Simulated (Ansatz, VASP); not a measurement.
One calculation of WS2, two programs

```xyz
6
Lattice="3.1461 0.0000 0.0000 -1.5730 2.7246 0.0000 0.0000 0.0000 13.4669" Properties=species:S:1:pos:R:3 pbc="T T T"
W     0.0000    1.8164    3.3667
W     1.5730    0.9082   10.1002
S     0.0000    1.8164    8.5021
S     1.5730    0.9082    1.7686
S     0.0000    1.8164   11.6983
S     1.5730    0.9082    4.9648
```

Change from the starting cell: strain along c alone, the other axes held, atoms relaxed: +6.0 %.

Alike in both runs: task relaxation of the atoms; functional PBEsol; k mesh 12 × 12 × 2; occupations gaussian, width 0.02 eV; no spin polarisation.

|  | VASP | Ansatz |
| --- | --- | --- |
| version | VASP 6.6.1 | Ansatz 0.2.0 |
| potentials or method | VASP PAW PBE potentials, release 64 (W_sv, S), cutoff 520 eV | scalar-relativistic, plane waves, PAW |
| valence electrons in the cell | 52 | 52 |

```csv
,VASP,Ansatz,Ansatz less VASP
"gap on the k mesh at the Fermi level, each at its own relaxed structure (eV)",1.40,1.39,-0.012
```

VASP's potentials were made for PBE, not for PBEsol. Ansatz's warnings: stress scf threshold loose.

Neither program's run includes spin-orbit coupling.
